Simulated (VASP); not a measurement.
# CdS (P6_3/mmc) in VASP: a series of runs

Runs on CdS. Level: PBE. Tasks: single point.

Everything below comes from runs of VASP 6.6.1. Logs are shortened: lines on timing, memory, paths and dates and some standing lists are left out, and cuts for length are marked.

### 1 The cell of the first run

It takes space group P6_3/mmc (No. 194, hexagonal). Conventional cell: a = 3.798 Å, b = 3.798 Å, c = 6.345 Å, α = 90.00°, β = 90.00°, γ = 120.00°. Cd (site symmetry -3m) has 6 S at 2.71 Å and 2 Cd at 3.17 Å within 3.6 Å. S (site symmetry -6m2) has 6 Cd at 2.71 Å within 3.6 Å.

### 2 Single point, PBE (19.82 Å³/atom)

INCAR

```
SYSTEM = CdS
ALGO     = Normal         ! electronic algorithm
EDIFF    = 1E-6           ! SCF threshold, eV
ENCUT    = 520            ! plane-wave cutoff, eV
GGA      = PE             ! functional
ISIF     = 2              ! what is computed and relaxed
ISMEAR   = 0              ! smearing method
LASPH    = .TRUE.         ! aspherical terms in the spheres
LCHARG   = .FALSE.        ! write CHGCAR
LREAL    = .FALSE.        ! projectors in reciprocal space
LWAVE    = .FALSE.        ! write WAVECAR
NBANDS   = 26             ! bands
NELM     = 100            ! most SCF steps
PREC     = Accurate       ! precision mode
SIGMA    = 0.01           ! smearing width, eV
```

KPOINTS

```
k-points
0
G
  6 6 4
  0 0 0
```

POSCAR

```
CdS
1.0
    3.7978835804      0.0000000000      0.0000000000
   -1.8989417902      3.2890636612      0.0000000000
    0.0000000000      0.0000000000      6.3454462708
Cd S
2 2
Direct
    0.0000000000      0.0000000000      0.0000000000
    0.0000000000      0.0000000000      0.5000000000
    0.3333333333      0.6666666667      0.2500000000
    0.6666666667      0.3333333333      0.7500000000
```

Potentials or basis: VASP PAW PBE potentials, release 64 (Cd, S).

The run is started by

```bash
$ cat potpaw_PBE.64/Cd/POTCAR potpaw_PBE.64/S/POTCAR > POTCAR
$ mpirun -np 1 vasp_std > vasp.out
```

OUTCAR:

```text
SYSTEM = CdS
   EDIFF = 1E-6
   ENCUT = 520
   GGA = PE
   ISIF = 2
   ISMEAR = 0
   LASPH = .TRUE.
   LREAL = .FALSE.
   NELM = 100
   PREC = Accurate

 ion  position               nearest neighbor table
   1  0.000  0.000  0.000-   3 2.71   4 2.71   3 2.71   4 2.71   4 2.71   3 2.71   2 3.17   2 3.17

   2  0.000  0.000  0.500-   3 2.71   4 2.71   3 2.71   4 2.71   4 2.71   3 2.71   1 3.17   1 3.17

   3  0.333  0.667  0.250-   1 2.71   2 2.71   1 2.71   2 2.71   1 2.71   2 2.71
   4  0.667  0.333  0.750-   1 2.71   2 2.71   1 2.71   2 2.71   1 2.71   2 2.71

  LATTYP: Found a hexagonal cell.
 ALAT       =     3.7978835804
 C/A-ratio  =     1.6707848296

  Lattice vectors:

 A1 = (   3.7978835804,   0.0000000000,   0.0000000000)
 A2 = (  -1.8989417902,   3.2890636612,   0.0000000000)
 A3 = (   0.0000000000,   0.0000000000,   6.3454462708)

Analysis of symmetry for initial positions (statically):
=====================================================================
 Subroutine PRICEL returns:
 Original cell was already a primitive cell.

 Routine SETGRP: Setting up the symmetry group for a
 hexagonal supercell.

 Subroutine GETGRP returns: Found 24 space group operations
 (whereof 12 operations were pure point group operations)
 out of a pool of 24 trial point group operations.

The static configuration has the point symmetry D_3d.
 The point group associated with its full space group is D_6h.

Analysis of symmetry for dynamics (positions and initial velocities):
=====================================================================
 Subroutine PRICEL returns:
 Original cell was already a primitive cell.

 Routine SETGRP: Setting up the symmetry group for a
 hexagonal supercell.

 Subroutine GETGRP returns: Found 24 space group operations
 (whereof 12 operations were pure point group operations)
 out of a pool of 24 trial point group operations.

The dynamic configuration has the point symmetry D_3d.
 The point group associated with its full space group is D_6h.

 Subroutine INISYM returns: Found 24 space group operations
 (whereof 12 operations are pure point group operations),
 and found     1 'primitive' translations

----------------------------------------------------------------------------------------

                                     Primitive cell
[... 87 lines left out ...]
   LSORBIT =      F    spin-orbit coupling
   LASPH  =      T    aspherical Exc in radial PAW
   ENCUT  =  520.0 eV  38.22 Ry    6.18 a.u.   7.06  7.06 11.80*2*pi/ulx,y,z
   NELM   =    100;   NELMIN=  2; NELMDL= -5     # of ELM steps
   EDIFF  = 0.1E-05   stopping-criterion for ELM
   LREAL  =      F    real-space projection
   EDIFFG = 0.1E-04   stopping-criterion for IOM
   NSW    =      0    number of steps for IOM
   IBRION =     -1    ionic relax: 0-MD 1-quasi-New 2-CG
   NFREE  =      0    steps in history (QN), initial steepest desc. (CG)
   ISIF   =      2    stress and relaxation
   ISYM   =      2    0-nonsym 1-usesym 2-fastsym
   POTIM  = 0.5000    time-step for ionic-motion
   TEBEG  =    0.0;   TEEND  =   0.0 temperature during run
   PSTRESS=    0.0 pullay stress
   NELECT =      36.0000    total number of electrons
   NUPDOWN=      -1.0000    fix difference up-down
   EMIN   =  10.00;   EMAX   =-10.00  energy-range for DOS
   EFERMI =   0.00;   METHOD = LEGACY
   ISMEAR =     0;   SIGMA  =   0.01  broadening in eV -4-tet -1-fermi 0-gaus
   EFERMI_NEDOS =   21; number of points for ismear=-14 and -15
   IALGO  =     38    algorithm
   IMIX   =      4    mixing-type and parameters
     AMIX     =   0.40;   BMIX     =  1.00
     AMIX_MAG =   1.60;   BMIX_MAG =  1.00
  volume/ion in A,a.u.               =      19.82       133.73
  Fermi-wavevector in a.u.,A,eV,Ry     =   1.258395  2.378022 21.545612  1.583558
  Thomas-Fermi vector in A             =   2.392007
   LORBIT       =      0    0 simple, 1 ext, 2 COOP (PROOUT), +10 PAW based schemes
   GGA     = PE    functional components
   LHFCALC =     F    Hartree Fock is set to
   AEXX    =    0.0000 exact exchange contribution
   IVDW    =     0    specifies the selected vdW correction
   LEPSILON=     F    determine dielectric tensor
   LRPA    =     F    only Hartree local field effects (RPA)
 non-spin polarized calculation
 Gauss-broadening in eV      SIGMA  =   0.01
  energy-cutoff  :      520.00
  volume of cell :       79.26
 maximum number of plane-waves:      2146
   NGX = 15   NGY = 15   NGZ = 23

 number of electron      36.0000029 magnetization

 Free energy of the ion-electron system (eV)
  ---------------------------------------------------
  ext. energy  EPLUGINS =         0.00000000
  ---------------------------------------------------
  free energy    TOTEN  =       -11.49336307 eV

  energy without entropy =      -11.49336307  energy(sigma->0) =      -11.49336307

 E-fermi :   3.3389     XC(G=0): -10.5343

 val. band max:        3.2764230545   @ k =   0.0000   0.0000   0.0000
 cond. band min:       4.0945539804   @ k =   0.0000   0.0000   0.0000
 fundamental gap:      0.8181309259
 Fermi energy:         3.3388991238

 k-point     1 :       0.0000    0.0000    0.0000
  band No.  band energies     occupation
      1      -9.8184      2.00000
      2      -8.6407      2.00000
      3      -4.9439      2.00000
      4      -4.8884      2.00000
      5      -4.8884      2.00000
      6      -4.5866      2.00000
[... 598 lines left out ...]
     25      12.0610      0.00000
     26      12.0610      0.00000

------------------------ aborting loop because EDIFF is reached ----------------------------------------

  FORCE on cell =-STRESS in cart. coord.  units (eV):
  Direction    XX          YY          ZZ          XY          YZ          ZX
  --------------------------------------------------------------------------------------
  -------------------------------------------------------------------------------------
  Total        2.6864520      2.6864520      2.9544686      0.0000000      0.0000000     -0.0000000
  in kB       54.3017180     54.3017180     59.7191833      0.0000000      0.0000000     -0.0000000
  external PRESSURE =      56.1075398 kB  Pullay stress =       0.0000000 kB

 VOLUME and BASIS-vectors are now :
 -----------------------------------------------------------------------------
  energy-cutoff  :      520.00
  volume of cell :       79.26
      direct lattice vectors                 reciprocal lattice vectors
     3.797883580  0.000000000  0.000000000     0.263304543  0.152018949  0.000000000
    -1.898941790  3.289063661  0.000000000     0.000000000  0.304037897  0.000000000
     0.000000000  0.000000000  6.345446271     0.000000000  0.000000000  0.157593329

 POSITION                                       TOTAL-FORCE (eV/Angst)
 -----------------------------------------------------------------------------------
      0.00000      0.00000      0.00000         0.000000      0.000000      0.000000
      0.00000      0.00000      3.17272         0.000000      0.000000      0.000000
     -0.00000      2.19271      1.58636        -0.000000      0.000000      0.000000
      1.89894      1.09635      4.75908         0.000000     -0.000000     -0.000000
 -----------------------------------------------------------------------------------
    total drift:                               -0.000000     -0.000000      0.000000

  FREE ENERGIE OF THE ION-ELECTRON SYSTEM (eV)
  ---------------------------------------------------
  free  energy   TOTEN  =       -11.4933630733 eV

  energy  without entropy=      -11.4933630733  energy(sigma->0) =      -11.49336307
```

OSZICAR:

```text
N       E                     dE             d eps       ncg     rms          rms(c)
DAV:   1     0.254657040390E+03    0.25466E+03   -0.18358E+04  1100   0.132E+03
DAV:   2     0.121120398002E+00   -0.25454E+03   -0.24488E+03  1198   0.332E+02
DAV:   3    -0.125361109775E+02   -0.12657E+02   -0.12582E+02  1278   0.756E+01
DAV:   4    -0.126445299836E+02   -0.10842E+00   -0.10833E+00  1254   0.669E+00
DAV:   5    -0.126457822865E+02   -0.12523E-02   -0.12522E-02  1252   0.730E-01    0.120E+01
DAV:   6    -0.115338084287E+02    0.11120E+01   -0.19460E+00  1360   0.148E+01    0.987E+00
DAV:   7    -0.114982875586E+02    0.35521E-01   -0.67486E-01  1212   0.465E+00    0.456E+00
DAV:   8    -0.114943609763E+02    0.39266E-02   -0.73425E-02  1188   0.281E+00    0.574E-01
DAV:   9    -0.114933431233E+02    0.10179E-02   -0.98259E-03  1286   0.124E+00    0.143E-01
DAV:  10    -0.114933196686E+02    0.23455E-04   -0.80315E-04  1192   0.276E-01    0.772E-02
DAV:  11    -0.114933803772E+02   -0.60709E-04   -0.20701E-04  1170   0.113E-01    0.648E-02
DAV:  12    -0.114933618678E+02    0.18509E-04   -0.10259E-04  1154   0.798E-02    0.116E-02
DAV:  13    -0.114933629773E+02   -0.11095E-05   -0.11424E-05  1240   0.204E-02    0.450E-03
DAV:  14    -0.114933630733E+02   -0.96008E-07   -0.37382E-07   590   0.689E-03
   1 F= -.11493363E+02 E0= -.11493363E+02  d E =-.875843E-21
```

Run time: 43 s. Hardware: 1 thread of Intel Xeon 8259CL, shared host; peak memory 0.2 GiB.

What came out:

| Property | Result |
| --- | --- |
| Free energy | -11.4934 eV |
| Pressure | 5.6 GPa |
| Band gap on the k mesh | 0.82 eV |

Caveat: the cell stands under pressure. A k mesh can miss the band edges.

### 3 Single point, PBE (20.45 Å³/atom)

This run uses another cell than the first one, of 20.45 Å³/atom.

INCAR

```
PREC = Accurate
ENCUT = 520
EDIFF = 1E-6
ISMEAR = 0
SIGMA = 0.01
LREAL = F
LASPH = T
NELM = 60
ALGO = Normal
ISIF = 2
LWAVE = F
LCHARG = F
GGA = PE
NBANDS = 26
```

KPOINTS

```
Automatic mesh
0
Gamma
  6 6 4
```

POSCAR

```
CdS
1.0
    3.8378642404      0.0000000000      0.0000000000
   -1.9189321202      3.3236879284      0.0000000000
    0.0000000000      0.0000000000      6.4122453509
Cd S
2 2
Direct
    0.0000000000      0.0000000000      0.0000000000
    0.0000000000      0.0000000000      0.5000000000
    0.3333333333      0.6666666667      0.2500000000
    0.6666666667      0.3333333333      0.7500000000
```

Potentials or basis: VASP PAW PBE potentials, release 64 (Cd, S).

The run is started by

```bash
$ cat potpaw_PBE.64/Cd/POTCAR potpaw_PBE.64/S/POTCAR > POTCAR
$ mpirun -np 1 vasp_std > vasp.out
```

OUTCAR:

```text
PREC = Accurate
   ENCUT = 520
   EDIFF = 1E-6
   ISMEAR = 0
   LREAL = F
   LASPH = T
   NELM = 60
   ISIF = 2
   GGA = PE

 ion  position               nearest neighbor table
   1  0.000  0.000  0.000-   3 2.73   4 2.73   3 2.73   4 2.73   4 2.73   3 2.73   2 3.21   2 3.21

   2  0.000  0.000  0.500-   3 2.73   4 2.73   3 2.73   4 2.73   4 2.73   3 2.73   1 3.21   1 3.21

   3  0.333  0.667  0.250-   1 2.73   2 2.73   1 2.73   2 2.73   1 2.73   2 2.73
   4  0.667  0.333  0.750-   1 2.73   2 2.73   1 2.73   2 2.73   1 2.73   2 2.73

  LATTYP: Found a hexagonal cell.
 ALAT       =     3.8378642404
 C/A-ratio  =     1.6707848296

  Lattice vectors:

 A1 = (   3.8378642404,   0.0000000000,   0.0000000000)
 A2 = (  -1.9189321202,   3.3236879284,   0.0000000000)
 A3 = (   0.0000000000,   0.0000000000,   6.4122453509)

Analysis of symmetry for initial positions (statically):
=====================================================================
 Subroutine PRICEL returns:
 Original cell was already a primitive cell.

 Routine SETGRP: Setting up the symmetry group for a
 hexagonal supercell.

 Subroutine GETGRP returns: Found 24 space group operations
 (whereof 12 operations were pure point group operations)
 out of a pool of 24 trial point group operations.

The static configuration has the point symmetry D_3d.
 The point group associated with its full space group is D_6h.

Analysis of symmetry for dynamics (positions and initial velocities):
=====================================================================
 Subroutine PRICEL returns:
 Original cell was already a primitive cell.

 Routine SETGRP: Setting up the symmetry group for a
 hexagonal supercell.

 Subroutine GETGRP returns: Found 24 space group operations
 (whereof 12 operations were pure point group operations)
 out of a pool of 24 trial point group operations.

The dynamic configuration has the point symmetry D_3d.
 The point group associated with its full space group is D_6h.

 Subroutine INISYM returns: Found 24 space group operations
 (whereof 12 operations are pure point group operations),
 and found     1 'primitive' translations

----------------------------------------------------------------------------------------

                                     Primitive cell

  volume of cell :      81.7937

  direct lattice vectors                    reciprocal lattice vectors
     3.837864240  0.000000000  0.000000000     0.260561588  0.150435303  0.000000000
    -1.918932120  3.323687928  0.000000000     0.000000000  0.300870606  0.000000000
     0.000000000  0.000000000  6.412245351     0.000000000  0.000000000  0.155951612

  length of vectors
     3.837864240  3.837864240  6.412245351     0.300870606  0.300870606  0.155951612

  position of ions in fractional coordinates (direct lattice)
     0.000000000  0.000000000  0.000000000
     0.000000000  0.000000000  0.500000000
     0.333333333  0.666666667  0.250000000
     0.666666667  0.333333333  0.750000000

  ion indices of the primitive-cell ions
   primitive index   ion index
                 1           1
                 2           2
                 3           3
                 4           4

[... 20 lines left out ...]

 Subroutine IBZKPT returns following result:
 ===========================================

 Found     21 irreducible k-points:

 Following reciprocal coordinates:
            Coordinates               Weight
  0.000000  0.000000  0.000000      1.000000
  0.166667 -0.000000  0.000000      6.000000
  0.333333 -0.000000  0.000000      6.000000
  0.500000  0.000000  0.000000      3.000000
  0.166667  0.166667  0.000000      6.000000
  0.333333  0.166667  0.000000     12.000000
[... 13 lines left out ...]
  0.333333  0.166667  0.500000     12.000000
  0.333333  0.333333  0.500000      2.000000
   k-points           NKPTS =     21   k-points in BZ     NKDIM =     21   number of bands    NBANDS=     26
   number of dos      NEDOS =    301   number of ions     NIONS =      4
   total plane-waves  NPLWV =  43200
   dimension x,y,z NGX =    30 NGY =   30 NGZ =   48
   dimension x,y,z NGXF=    60 NGYF=   60 NGZF=   96
   ions per type =               2   2
   NGX,Y,Z   is equivalent  to a cutoff of  13.00, 13.00, 12.44 a.u.
   NGXF,Y,Z  is equivalent  to a cutoff of  25.99, 25.99, 24.89 a.u.
 SYSTEM =  unknown system
   PREC   = accura    normal or accurate (medium, high low for compatibility)
   ISTART =      0    job   : 0-new  1-cont  2-samecut
   ICHARG =      2    charge: 1-file 2-atom 10-const
   ISPIN  =      1    spin polarized calculation?
   LNONCOLLINEAR =      F non collinear calculations
   LSORBIT =      F    spin-orbit coupling
   LASPH  =      T    aspherical Exc in radial PAW
   ENCUT  =  520.0 eV  38.22 Ry    6.18 a.u.   7.14  7.14 11.92*2*pi/ulx,y,z
   NELM   =     60;   NELMIN=  2; NELMDL= -5     # of ELM steps
   EDIFF  = 0.1E-05   stopping-criterion for ELM
   LREAL  =      F    real-space projection
   EDIFFG = 0.1E-04   stopping-criterion for IOM
   NSW    =      0    number of steps for IOM
   IBRION =     -1    ionic relax: 0-MD 1-quasi-New 2-CG
   NFREE  =      0    steps in history (QN), initial steepest desc. (CG)
   ISIF   =      2    stress and relaxation
   ISYM   =      2    0-nonsym 1-usesym 2-fastsym
   POTIM  = 0.5000    time-step for ionic-motion
   TEBEG  =    0.0;   TEEND  =   0.0 temperature during run
   PSTRESS=    0.0 pullay stress
   NELECT =      36.0000    total number of electrons
   NUPDOWN=      -1.0000    fix difference up-down
   EMIN   =  10.00;   EMAX   =-10.00  energy-range for DOS
   EFERMI =   0.00;   METHOD = LEGACY
   ISMEAR =     0;   SIGMA  =   0.01  broadening in eV -4-tet -1-fermi 0-gaus
   EFERMI_NEDOS =   21; number of points for ismear=-14 and -15
   IALGO  =     38    algorithm
   IMIX   =      4    mixing-type and parameters
     AMIX     =   0.40;   BMIX     =  1.00
     AMIX_MAG =   1.60;   BMIX_MAG =  1.00
  volume/ion in A,a.u.               =      20.45       137.99
  Fermi-wavevector in a.u.,A,eV,Ry     =   1.245286  2.353249 21.099051  1.550737
  Thomas-Fermi vector in A             =   2.379515
   LORBIT       =      0    0 simple, 1 ext, 2 COOP (PROOUT), +10 PAW based schemes
   GGA     = PE    functional components
   LHFCALC =     F    Hartree Fock is set to
   AEXX    =    0.0000 exact exchange contribution
   IVDW    =     0    specifies the selected vdW correction
   LEPSILON=     F    determine dielectric tensor
   LRPA    =     F    only Hartree local field effects (RPA)
 non-spin polarized calculation
 Gauss-broadening in eV      SIGMA  =   0.01
  energy-cutoff  :      520.00
  volume of cell :       81.79
 maximum number of plane-waves:      2226
 NGX is ok and might be reduce to    30
   NGX = 15   NGY = 15   NGZ = 23

 number of electron      36.0000017 magnetization

 Free energy of the ion-electron system (eV)
  ---------------------------------------------------
  ext. energy  EPLUGINS =         0.00000000
  ---------------------------------------------------
  free energy    TOTEN  =       -11.55933421 eV

  energy without entropy =      -11.55933421  energy(sigma->0) =      -11.55933421

 E-fermi :   3.0733     XC(G=0): -10.3776

 val. band max:        2.9572175165   @ k =   0.0000   0.0000   0.0000
 cond. band min:       3.6308257923   @ k =   0.0000   0.0000   0.0000
 fundamental gap:      0.6736082758
 Fermi energy:         3.0733380980

 k-point     1 :       0.0000    0.0000    0.0000
  band No.  band energies     occupation
      1      -9.9087      2.00000
      2      -8.8109      2.00000
      3      -5.1582      2.00000
      4      -5.0987      2.00000
      5      -5.0987      2.00000
      6      -4.7895      2.00000
[... 598 lines left out ...]
     25      11.6834      0.00000
     26      11.6834      0.00000

------------------------ aborting loop because EDIFF is reached ----------------------------------------

  FORCE on cell =-STRESS in cart. coord.  units (eV):
  Direction    XX          YY          ZZ          XY          YZ          ZX
  --------------------------------------------------------------------------------------
  -------------------------------------------------------------------------------------
  Total        1.3744947      1.3744947      1.4888959      0.0000000      0.0000000      0.0000000
  in kB       26.9236344     26.9236344     29.1645275      0.0000000      0.0000000      0.0000000
  external PRESSURE =      27.6705987 kB  Pullay stress =       0.0000000 kB

 VOLUME and BASIS-vectors are now :
 -----------------------------------------------------------------------------
  energy-cutoff  :      520.00
  volume of cell :       81.79
      direct lattice vectors                 reciprocal lattice vectors
     3.837864240  0.000000000  0.000000000     0.260561588  0.150435303  0.000000000
    -1.918932120  3.323687928  0.000000000     0.000000000  0.300870606  0.000000000
     0.000000000  0.000000000  6.412245351     0.000000000  0.000000000  0.155951612

 POSITION                                       TOTAL-FORCE (eV/Angst)
 -----------------------------------------------------------------------------------
      0.00000      0.00000      0.00000        -0.000000      0.000000     -0.000000
      0.00000      0.00000      3.20612        -0.000000      0.000000     -0.000000
     -0.00000      2.21579      1.60306        -0.000000     -0.000000      0.000000
      1.91893      1.10790      4.80918         0.000000      0.000000     -0.000000
 -----------------------------------------------------------------------------------
    total drift:                               -0.000000      0.000000     -0.000000

  FREE ENERGIE OF THE ION-ELECTRON SYSTEM (eV)
  ---------------------------------------------------
  free  energy   TOTEN  =       -11.5593342117 eV

  energy  without entropy=      -11.5593342117  energy(sigma->0) =      -11.55933421
```

Run time: 51 s. Hardware: 1 thread of Intel Xeon 8259CL, shared host; peak memory 0.21 GiB.

Results:

```
Free energy            : -11.5593 eV
Pressure               : 2.8 GPa
Band gap on the k mesh : 0.67 eV
```

A k mesh can miss the band edges.

(Continued in part 2 of 2.)
